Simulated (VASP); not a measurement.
# Al (Fm-3m) in VASP: single point with LDA

Aim: the single point of Al with LDA.

Program: VASP 6.6.1. These are calculated values, not measurements. Logs are shortened: lines on timing, memory, paths and dates and some standing lists are left out, and cuts for length are marked.

## 1. The cell of the first run

It takes space group Fm-3m (No. 225, cubic). Conventional cell: a = 3.984 Å, b = 3.984 Å, c = 3.984 Å, α = 90.00°, β = 90.00°, γ = 90.00°. Within 3.7 Å of Al (site symmetry m-3m) lie 12 Al at 2.82 Å.

## 2. Single point, LDA

INCAR reads:

```
ALGO = Normal
EDIFF = 1E-6
ENCUT = 500
GGA = CA
GGA_COMPAT = F
ISIF = 2
ISMEAR = 0
LASPH = T
LCHARG = T
LELF = T
LREAL = F
LVHAR = T
LWAVE = F
NBANDS = 8
NELM = 120
PREC = Accurate
SIGMA = 0.1
```

KPOINTS reads:

```
k-points
0
Gamma
  18 18 18
```

POSCAR reads:

```
Al
1.0
    0.0000000000      1.9917798377      1.9917798377
    1.9917798377      0.0000000000      1.9917798377
    1.9917798377      1.9917798377      0.0000000000
Al
1
Direct
    0.0000000000      0.0000000000      0.0000000000
```

Potentials or basis: VASP PAW LDA potentials, release 64 (Al).

The run is started by

```sh
$ cat potpaw_LDA.64/Al/POTCAR > POTCAR
$ mpirun -np 1 vasp_std > vasp.out
```

OUTCAR:

```text
EDIFF = 1E-6
   ENCUT = 500
   GGA = CA
   ISIF = 2
   ISMEAR = 0
   LASPH = T
   LREAL = F
   NELM = 120
   PREC = Accurate

 ion  position               nearest neighbor table
   1  0.000  0.000  0.000-

  LATTYP: Found a face centered cubic cell.
 ALAT       =     3.9835596754

  Lattice vectors:

 A1 = (   0.0000000000,   1.9917798377,   1.9917798377)
 A2 = (   1.9917798377,   0.0000000000,   1.9917798377)
 A3 = (   1.9917798377,   1.9917798377,   0.0000000000)

Analysis of symmetry for initial positions (statically):
=====================================================================
 Subroutine PRICEL returns:
 Original cell was already a primitive cell.

 Routine SETGRP: Setting up the symmetry group for a
 face centered cubic supercell.

 Subroutine GETGRP returns: Found 48 space group operations
 (whereof 48 operations were pure point group operations)
 out of a pool of 48 trial point group operations.

The static configuration has the point symmetry O_h .

Analysis of symmetry for dynamics (positions and initial velocities):
=====================================================================
 Subroutine PRICEL returns:
 Original cell was already a primitive cell.

 Routine SETGRP: Setting up the symmetry group for a
 face centered cubic supercell.

 Subroutine GETGRP returns: Found 48 space group operations
 (whereof 48 operations were pure point group operations)
 out of a pool of 48 trial point group operations.

The dynamic configuration has the point symmetry O_h .

 Subroutine INISYM returns: Found 48 space group operations
 (whereof 48 operations are pure point group operations),
 and found     1 'primitive' translations

----------------------------------------------------------------------------------------

                                     Primitive cell

  volume of cell :      15.8035

  direct lattice vectors                    reciprocal lattice vectors
     0.000000000  1.991779838  1.991779838    -0.251031761  0.251031761  0.251031761
     1.991779838  0.000000000  1.991779838     0.251031761 -0.251031761  0.251031761
     1.991779838  1.991779838  0.000000000     0.251031761  0.251031761 -0.251031761

  length of vectors
     2.816802060  2.816802060  2.816802060     0.434799764  0.434799764  0.434799764

  position of ions in fractional coordinates (direct lattice)
     0.000000000  0.000000000  0.000000000

  ion indices of the primitive-cell ions
   primitive index   ion index
                 1           1

----------------------------------------------------------------------------------------

 KPOINTS: k-points

Automatic generation of k-mesh.
 Grid dimensions read from file:
 generate k-points for:   18   18   18

 Generating k-lattice:

  Cartesian coordinates                     Fractional coordinates (reciprocal lattice)
    -0.013946209  0.013946209  0.013946209     0.055555556  0.000000000  0.000000000
     0.013946209 -0.013946209  0.013946209     0.000000000  0.055555556  0.000000000
     0.013946209  0.013946209 -0.013946209     0.000000000  0.000000000  0.055555556

  Length of vectors
     0.024155542  0.024155542  0.024155542

  Shift w.r.t. Gamma in fractional coordinates (k-lattice)
     0.000000000  0.000000000  0.000000000

 Subroutine IBZKPT returns following result:
 ===========================================

 Found    195 irreducible k-points:

 Following reciprocal coordinates:
            Coordinates               Weight
  0.000000  0.000000  0.000000      1.000000
  0.055556  0.000000  0.000000      8.000000
  0.111111  0.000000  0.000000      8.000000
  0.166667  0.000000  0.000000      8.000000
  0.222222  0.000000  0.000000      8.000000
  0.277778  0.000000  0.000000      8.000000
[... 16 lines left out ...]
 -0.277778  0.055556  0.000000     24.000000
 -0.222222  0.055556  0.000000     24.000000
 [... further k-points ...]
   k-points           NKPTS =    195   k-points in BZ     NKDIM =    195   number of bands    NBANDS=      8
   number of dos      NEDOS =    301   number of ions     NIONS =      1
   total plane-waves  NPLWV =  13824
   dimension x,y,z NGX =    24 NGY =   24 NGZ =   24
   dimension x,y,z NGXF=    48 NGYF=   48 NGZF=   48
   ions per type =               1
   NGX,Y,Z   is equivalent  to a cutoff of  14.16, 14.16, 14.16 a.u.
   NGXF,Y,Z  is equivalent  to a cutoff of  28.33, 28.33, 28.33 a.u.
 SYSTEM =  unknown system
   PREC   = accura    normal or accurate (medium, high low for compatibility)
   ISTART =      0    job   : 0-new  1-cont  2-samecut
   ICHARG =      2    charge: 1-file 2-atom 10-const
   ISPIN  =      1    spin polarized calculation?
   LNONCOLLINEAR =      F non collinear calculations
   LSORBIT =      F    spin-orbit coupling
   LASPH  =      T    aspherical Exc in radial PAW
   ENCUT  =  500.0 eV  36.75 Ry    6.06 a.u.   5.14  5.14  5.14*2*pi/ulx,y,z
   NELM   =    120;   NELMIN=  2; NELMDL= -5     # of ELM steps
   EDIFF  = 0.1E-05   stopping-criterion for ELM
   LREAL  =      F    real-space projection
   EDIFFG = 0.1E-04   stopping-criterion for IOM
   NSW    =      0    number of steps for IOM
   IBRION =     -1    ionic relax: 0-MD 1-quasi-New 2-CG
   NFREE  =      0    steps in history (QN), initial steepest desc. (CG)
   ISIF   =      2    stress and relaxation
   ISYM   =      2    0-nonsym 1-usesym 2-fastsym
   POTIM  = 0.5000    time-step for ionic-motion
   TEBEG  =    0.0;   TEEND  =   0.0 temperature during run
   PSTRESS=    0.0 pullay stress
   NELECT =       3.0000    total number of electrons
   NUPDOWN=      -1.0000    fix difference up-down
   EMIN   =  10.00;   EMAX   =-10.00  energy-range for DOS
   EFERMI =   0.00;   METHOD = LEGACY
   ISMEAR =     0;   SIGMA  =   0.10  broadening in eV -4-tet -1-fermi 0-gaus
   EFERMI_NEDOS =   21; number of points for ismear=-14 and -15
   IALGO  =     38    algorithm
   IMIX   =      4    mixing-type and parameters
     AMIX     =   0.40;   BMIX     =  1.00
     AMIX_MAG =   1.60;   BMIX_MAG =  1.00
  volume/ion in A,a.u.               =      15.80       106.65
  Fermi-wavevector in a.u.,A,eV,Ry     =   0.940872  1.777990 12.044425  0.885240
  Thomas-Fermi vector in A             =   2.068327
   LORBIT       =      0    0 simple, 1 ext, 2 COOP (PROOUT), +10 PAW based schemes
   GGA     = CA    functional components
   LHFCALC =     F    Hartree Fock is set to
   AEXX    =    0.0000 exact exchange contribution
   IVDW    =     0    specifies the selected vdW correction
   LEPSILON=     F    determine dielectric tensor
   LRPA    =     F    only Hartree local field effects (RPA)
 non-spin polarized calculation
 Gauss-broadening in eV      SIGMA  =   0.10
  energy-cutoff  :      500.00
  volume of cell :       15.80
 maximum number of plane-waves:       412
 NGX is ok and might be reduce to    24
   NGX = 11   NGY = 11   NGZ = 11

 number of electron       3.0000000 magnetization

 Free energy of the ion-electron system (eV)
  ---------------------------------------------------
  ext. energy  EPLUGINS =         0.00000000
  ---------------------------------------------------
  free energy    TOTEN  =        -4.19015827 eV

  energy without entropy =       -4.18717028  energy(sigma->0) =       -4.18866428

 E-fermi :   8.2376     XC(G=0): -10.5042

 val. band max:        8.2194554226   @ k =  -0.2778   0.2778   0.0556
 cond. band min:       8.2445440791   @ k =  -0.4444   0.3333   0.1111
 fundamental gap:      0.0250886565
 Fermi energy:         8.2375984382

 k-point     1 :       0.0000    0.0000    0.0000
  band No.  band energies     occupation
      1      -3.1542      2.00000
      2      21.0527      0.00000
      3      21.0527      0.00000
      4      21.0527      0.00000
      5      22.7083      0.00000
      6      22.7083      0.00000
      7      22.7083      0.00000
      8      25.1751      0.00000

 k-point     2 :       0.0556    0.0000    0.0000
  band No.  band energies     occupation
      1      -3.0681      2.00000
      2      19.5498      0.00000
      3      20.7588      0.00000
      4      20.7588      0.00000
      5      23.1353      0.00000
      6      23.1353      0.00000
      7      23.2800      0.00000
      8      26.0522      0.00000

 k-point     3 :       0.1111    0.0000    0.0000
  band No.  band energies     occupation
      1      -2.8100      2.00000
      2      17.2979      0.00000
      3      20.2580      0.00000
      4      20.2580      0.00000
      5      23.3639      0.00000
      6      24.0043      0.00000
      7      24.0043      0.00000
      8      26.4605      0.00000

 k-point     4 :       0.1667    0.0000    0.0000
  band No.  band energies     occupation
      1      -2.3810      2.00000
      2      15.0213      0.00000
      3      19.8148      0.00000
      4      19.8148      0.00000
      5      23.2088      0.00000
      6      24.5956      0.00000
      7      24.5956      0.00000
      8      25.8307      0.00000

 k-point     5 :       0.2222    0.0000    0.0000
  band No.  band energies     occupation
      1      -1.7827      2.00000
      2      12.8185      0.00000
      3      19.4876      0.00000
      4      19.4876      0.00000
      5      23.0409      0.00000
      6      23.7930      0.00000
      7      23.7930      0.00000
      8      26.8010      0.00000
[... 177 lines left out ...]
 k-point    22 :      -0.3333    0.0556    0.0000
  band No.  band energies     occupation
      1       0.3326      2.00000
      2       8.1916      1.48436
      3      17.5461      0.00000
      4      20.4486      0.00000
      5      20.5253      0.00000
      6      21.9932      0.00000
      7      23.6281      0.00000
      8      26.5749      0.00000

 k-point    23 :      -0.2778    0.0556    0.0000
  band No.  band energies     occupation
      1      -0.6504      2.00000
      2      10.1160      0.00000
      3      17.5638      0.00000
      4      20.4853      0.00000
      5      21.3819      0.00000
      6      22.8735      0.00000
      7      23.5725      0.00000
      8      27.3797      0.00000

 k-point    24 :      -0.2222    0.0556    0.0000
  band No.  band energies     occupation
      1      -1.4704      2.00000
      2      12.1650      0.00000
      3      17.7278      0.00000
      4      20.6217      0.00000
      5      22.3911      0.00000
      6      23.5558      0.00000
      7      23.9371      0.00000
      8      26.1657      0.00000

 [... further k-points ...]

------------------------ aborting loop because EDIFF is reached ----------------------------------------

  FORCE on cell =-STRESS in cart. coord.  units (eV):
  Direction    XX          YY          ZZ          XY          YZ          ZX
  --------------------------------------------------------------------------------------
  -------------------------------------------------------------------------------------
  Total        0.0072404      0.0072404      0.0072404     -0.0000000      0.0000000     -0.0000000
  in kB        0.7340391      0.7340391      0.7340391     -0.0000000      0.0000000     -0.0000000
  external PRESSURE =       0.7340391 kB  Pullay stress =       0.0000000 kB

 VOLUME and BASIS-vectors are now :
 -----------------------------------------------------------------------------
  energy-cutoff  :      500.00
  volume of cell :       15.80
      direct lattice vectors                 reciprocal lattice vectors
     0.000000000  1.991779838  1.991779838    -0.251031761  0.251031761  0.251031761
     1.991779838  0.000000000  1.991779838     0.251031761 -0.251031761  0.251031761
     1.991779838  1.991779838  0.000000000     0.251031761  0.251031761 -0.251031761

 POSITION                                       TOTAL-FORCE (eV/Angst)
 -----------------------------------------------------------------------------------
      0.00000      0.00000      0.00000        -0.000000      0.000000     -0.000000
 -----------------------------------------------------------------------------------
    total drift:                               -0.000000      0.000000     -0.000000

  FREE ENERGIE OF THE ION-ELECTRON SYSTEM (eV)
  ---------------------------------------------------
  free  energy   TOTEN  =        -4.1901582745 eV

  energy  without entropy=       -4.1871702801  energy(sigma->0) =       -4.18866428
```

Run time: 15 s. Hardware: 1 thread of Intel Xeon Platinum 8488C (Sapphire Rapids), shared host; peak memory 0.13 GiB.

What came out:

```
Free energy            : -4.1902 eV
Pressure               : 0.1 GPa
Band gap on the k mesh : zero (an odd number of electrons rules out a gap without spin polarisation)
```
